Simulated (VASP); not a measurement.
# SnSe (Fm-3m) in VASP: single point with PBE0

Aim: the single point of SnSe with PBE0.

All numbers are computed with VASP 6.6.1; they aren't measurements. Logs are shortened: lines on timing, memory, paths and dates and some standing lists are left out, and cuts for length are marked.

**1. The cell of the first run**

The structure is cubic, space group Fm-3m (No. 225). The conventional cell has a = 6.004 Å, b = 6.004 Å, c = 6.004 Å, α = 90.00°, β = 90.00°, γ = 90.00°. Within 4.0 Å of Sn (site symmetry m-3m) lie 6 Se at 3.00 Å. Within 4.0 Å of Se (site symmetry m-3m) lie 6 Sn at 3.00 Å.

**2. Single point, PBE0**

File POSCAR:

```
SnSe
1.0
    0.0000000000      3.0021131538      3.0021131538
    3.0021131538      0.0000000000      3.0021131538
    3.0021131538      3.0021131538      0.0000000000
Sn Se
1 1
Direct
    0.0000000000      0.0000000000      0.0000000000
    0.5000000000      0.5000000000      0.5000000000
```

File INCAR.step1:

```
PREC = Accurate ; ENCUT = 520
EDIFF = 1E-5 ; ISMEAR = -1
SIGMA = 0.02 ; LREAL = False
LASPH = True ; NELM = 60
ALGO = Normal ; ISIF = 2
LWAVE = True ; LCHARG = False
GGA = PE ; NBANDS = 17
```

File INCAR.step2:

```
PREC = Accurate ; ENCUT = 520
EDIFF = 1E-6 ; ISMEAR = -1
SIGMA = 0.02 ; LREAL = False
LASPH = True ; NELM = 60
ALGO = Normal ; ISIF = 2
LWAVE = False ; LCHARG = False
GGA = PE ; LHFCALC = True
AEXX = 0.25 ; PRECFOCK = Normal
ISTART = 1 ; NBANDS = 17
```

File KPOINTS:

```
Automatic mesh
0
Gamma
  6 6 6
```

Potentials or basis: VASP PAW PBE potentials, release 64 (Sn_d, Se).

On the command line:

```bash
$ cat potpaw_PBE.64/Sn_d/POTCAR potpaw_PBE.64/Se/POTCAR > POTCAR
$ cp INCAR.step1 INCAR
$ mpirun -np 1 vasp_std > vasp.out
$ cp INCAR.step2 INCAR
$ mpirun -np 1 vasp_std > vasp.out
```

OUTCAR:

```text
PREC = Accurate
   ENCUT = 520
   EDIFF = 1E-6
   ISMEAR = -1
   LREAL = False
   LASPH = True
   NELM = 60
   ISIF = 2
   GGA = PE
   LHFCALC = True
   AEXX = 0.25
   PRECFOCK = Normal
   ISTART = 1

 ion  position               nearest neighbor table
   1  0.000  0.000  0.000-   2 3.00   2 3.00   2 3.00   2 3.00   2 3.00   2 3.00
   2  0.500  0.500  0.500-   1 3.00   1 3.00   1 3.00   1 3.00   1 3.00   1 3.00

  LATTYP: Found a face centered cubic cell.
 ALAT       =     6.0042263076

  Lattice vectors:

 A1 = (   0.0000000000,   3.0021131538,   3.0021131538)
 A2 = (   3.0021131538,   0.0000000000,   3.0021131538)
 A3 = (   3.0021131538,   3.0021131538,   0.0000000000)

Analysis of symmetry for initial positions (statically):
=====================================================================
 Subroutine PRICEL returns:
 Original cell was already a primitive cell.

 Routine SETGRP: Setting up the symmetry group for a
 face centered cubic supercell.

 Subroutine GETGRP returns: Found 48 space group operations
 (whereof 48 operations were pure point group operations)
 out of a pool of 48 trial point group operations.

The static configuration has the point symmetry O_h .

Analysis of symmetry for dynamics (positions and initial velocities):
=====================================================================
 Subroutine PRICEL returns:
 Original cell was already a primitive cell.

 Routine SETGRP: Setting up the symmetry group for a
 face centered cubic supercell.

 Subroutine GETGRP returns: Found 48 space group operations
 (whereof 48 operations were pure point group operations)
 out of a pool of 48 trial point group operations.

The dynamic configuration has the point symmetry O_h .

 Subroutine INISYM returns: Found 48 space group operations
 (whereof 48 operations are pure point group operations),
 and found     1 'primitive' translations

----------------------------------------------------------------------------------------

                                     Primitive cell

  volume of cell :      54.1142

[... 78 lines left out ...]
   NELM   =     60;   NELMIN=  2; NELMDL=  0     # of ELM steps
   EDIFF  = 0.1E-05   stopping-criterion for ELM
   LREAL  =      F    real-space projection
   EDIFFG = 0.1E-04   stopping-criterion for IOM
   NSW    =      0    number of steps for IOM
   IBRION =     -1    ionic relax: 0-MD 1-quasi-New 2-CG
   NFREE  =      0    steps in history (QN), initial steepest desc. (CG)
   ISIF   =      2    stress and relaxation
   ISYM   =      3    0-nonsym 1-usesym 2-fastsym
   POTIM  = 0.5000    time-step for ionic-motion
   TEBEG  =    0.0;   TEEND  =   0.0 temperature during run
   PSTRESS=    0.0 pullay stress
   NELECT =      20.0000    total number of electrons
   NUPDOWN=      -1.0000    fix difference up-down
   EMIN   =  10.00;   EMAX   =-10.00  energy-range for DOS
   EFERMI =   0.00;   METHOD = LEGACY
   ISMEAR =    -1;   SIGMA  =   0.02  broadening in eV -4-tet -1-fermi 0-gaus
   EFERMI_NEDOS =   21; number of points for ismear=-14 and -15
   IALGO  =     38    algorithm
   IMIX   =      1    mixing-type and parameters
     AMIX     =   0.40;   BMIX     =  1.00
     AMIX_MAG =   1.60;   BMIX_MAG =  1.00
  volume/ion in A,a.u.               =      27.06       182.59
  Fermi-wavevector in a.u.,A,eV,Ry     =   1.174846  2.220138 18.779634  1.380264
  Thomas-Fermi vector in A             =   2.311237
   LORBIT       =      0    0 simple, 1 ext, 2 COOP (PROOUT), +10 PAW based schemes
   GGA     = PE    functional components
   LHFCALC =     T    Hartree Fock is set to
   PRECFOCK=normal    Normal, Fast or Accurate (Low or Medium for compatibility)
   ENCUT4O =  -1.0   cutoff for four orbital integrals eV
   NKREDX  =     1    reduce k-point grid by
   NKREDY  =     1    reduce k-point grid by
   NKREDZ  =     1    reduce k-point grid by
   AEXX    =    0.2500 exact exchange contribution
   HFSCREEN=    0.0000 screening length (either q_TF or 0.3 A-1)
   HFSCREENC=   0.0000 screening length for correlation (either q_TF or 0.3 A-1)
   ENCUTFOCK=  -1.0 apply spherical cutoff to Coloumb kernel
   IVDW    =     0    specifies the selected vdW correction
   LEPSILON=     F    determine dielectric tensor
   LRPA    =     F    only Hartree local field effects (RPA)
 non-spin polarized calculation
  energy-cutoff  :      520.00
  volume of cell :       54.11
 maximum number of plane-waves:      1470
  NGX = 24; NGY = 24; NGZ = 24

 number of electron      20.0000007 magnetization

 Free energy of the ion-electron system (eV)
  ---------------------------------------------------
  ext. energy  EPLUGINS =         0.00000000
  ---------------------------------------------------
  free energy    TOTEN  =       -10.75994839 eV

  energy without entropy =      -10.75994839  energy(sigma->0) =      -10.75994839

 E-fermi :   5.9874     XC(G=0):  -7.6337

 val. band max:        5.6035432897   @ k =   0.5000   0.0000   0.0000
 cond. band min:       6.3661920923   @ k =   0.5000   0.0000   0.0000
 fundamental gap:      0.7626488027
 Fermi energy:         5.9873971086

 k-point     1 :       0.0000    0.0000    0.0000
  band No.  band energies     occupation
      1     -18.8337      2.00000
      2     -18.8337      2.00000
      3     -18.8275      2.00000
      4     -18.8275      2.00000
      5     -18.8275      2.00000
      6     -10.4258      2.00000
[... 297 lines left out ...]
      4     -18.8160      2.00000
      5     -18.8096      2.00000
      6      -9.0027      2.00000
[... 9 lines left out ...]
     16      17.9593      0.00000
     17      19.5404      0.00000

------------------------ aborting loop because EDIFF is reached ----------------------------------------

  FORCE on cell =-STRESS in cart. coord.  units (eV):
  Direction    XX          YY          ZZ          XY          YZ          ZX
  --------------------------------------------------------------------------------------
  -------------------------------------------------------------------------------------
  Total       -0.0683556     -0.0683556     -0.0683556      0.0000000     -0.0000000     -0.0000000
  in kB       -2.0238270     -2.0238270     -2.0238270      0.0000000     -0.0000000     -0.0000000
  external PRESSURE =      -2.0238270 kB  Pullay stress =       0.0000000 kB

 VOLUME and BASIS-vectors are now :
 -----------------------------------------------------------------------------
  energy-cutoff  :      520.00
  volume of cell :       54.11
      direct lattice vectors                 reciprocal lattice vectors
     0.000000000  3.002113154  3.002113154    -0.166549352  0.166549352  0.166549352
     3.002113154  0.000000000  3.002113154     0.166549352 -0.166549352  0.166549352
     3.002113154  3.002113154  0.000000000     0.166549352  0.166549352 -0.166549352

 POSITION                                       TOTAL-FORCE (eV/Angst)
 -----------------------------------------------------------------------------------
      0.00000      0.00000      0.00000        -0.000000     -0.000000     -0.000000
      3.00211      3.00211      3.00211         0.000000      0.000000      0.000000
 -----------------------------------------------------------------------------------
    total drift:                               -0.000000      0.000000      0.000000

  FREE ENERGIE OF THE ION-ELECTRON SYSTEM (eV)
  ---------------------------------------------------
  free  energy   TOTEN  =       -10.7599483902 eV

  energy  without entropy=      -10.7599483900  energy(sigma->0) =      -10.75994839
```

Run time: 87 min. Hardware: 1 thread of Oxide Virtual Turin-like, shared host; peak memory 0.17 GiB.

Results:

```
Free energy            : -10.7599 eV
Pressure               : -0.2 GPa
Band gap on the k mesh : 0.76 eV
```

Levels at points of the mesh, in eV from the valence-band top:
```tsv
k point	band 6	band 7	band 8	band 9	band 10	band 11	band 12	band 13	band 14	band 15
(0.00, 0.00, 0.00)	-16.03	-5.93	-3.11	-3.11	-3.11	5.32	5.32	5.32	6.65	6.65
(0.50, 0.00, 0.00)	-14.95	-9.58	-2.82	-2.82	0.00	0.76	1.79	1.79	9.22	11.24
(0.50, 0.50, 0.00)	-14.63	-7.11	-6.81	-4.73	-4.73	3.58	6.46	6.46	7.13	11.57
```

Caveat: the structure was generated, so it needn't be the stable form of SnSe; the PAW data sets were made with another functional, which shifts forces and pressure a little; spin-orbit coupling is left out, which moves the levels of the heavy elements. A k mesh can miss the band edges.
